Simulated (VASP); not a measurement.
A run of VASP 6.6.1:

File INCAR:

```
SYSTEM = Ta
  PREC = Accurate
  ENCUT = 520
  EDIFF = 1E-7
  ISMEAR = 0
  SIGMA = 0.15
  LREAL = .False.
  LASPH = .True.
  NELM = 80
  ALGO = Normal
  ISIF = 2
  LWAVE = .False.
  LCHARG = .False.
  GGA = PS
  NBANDS = 12
```

KPOINTS

```
regular mesh
0
Gamma
  20 20 20
  0 0 0
```

File POSCAR:

```
Ta
1.0
   -1.5769724000      1.6512800000      1.6512800000
    1.5769724000     -1.6512800000      1.6512800000
    1.5769724000      1.6512800000     -1.6512800000
Ta
1
Direct
    0.0000000000      0.0000000000      0.0000000000
```

Potentials or basis: VASP PAW PBE potentials, release 64 (Ta_pv).

Command:

```console
$ cat potpaw_PBE.64/Ta_pv/POTCAR > POTCAR
$ mpirun -np 1 vasp_std > vasp.out
```

Hardware: 1 thread of Intel(R) Xeon(R) 6975P-C (Granite Rapids), with other jobs on the host.

Q: How long does it take, and how much memory?

A: It took 35 s on 1 thread of Intel(R) Xeon(R) 6975P-C (Granite Rapids) (shared host), peak memory 0.25 GiB. Counts: scf iterations 12, k points 641.
